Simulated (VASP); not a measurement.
Runs of VASP 6.6.1 on Sn. The structure is that of space group Fm-3m (No. 225), or close to it. The cells are those of the table. 

```tsv
cell	k mesh	gap on the mesh (eV)	pressure (GPa)
a = 3.480 Å, angles 60.0°, 1 atom	13 × 13 × 13	none	(a)
a = 3.567 Å, angles 60.0°, 1 atom	13 × 13 × 13	none	-3.8
a = 3.435 Å, angles 60.0°, 1 atom	11 × 11 × 11	none	-0.1
a = 3.524 Å, angles 60.0°, 1 atom	13 × 13 × 13	none	-2.8
a = 3.435 Å, angles 60.0°, 1 atom	18 × 18 × 18	none	-0.1
```

Alike in all rows: task single point; level revPBE; potentials or basis VASP PAW PBE potentials, release 64 (Sn_d); no spin polarisation; cutoff (eV) 520; smearing fermi-dirac 0.1 eV.

Question: Estimate the missing entries.

Answer: (a) -1.6.

Caveats: the PAW data sets were made with another functional, which shifts forces and pressure a little; spin-orbit coupling is left out, which moves the levels of the heavy elements.

A k mesh can miss the band edges, and the runs leave out spin-orbit coupling on Sn.

A gap of «none» marks levels without a gap at the run's occupations.
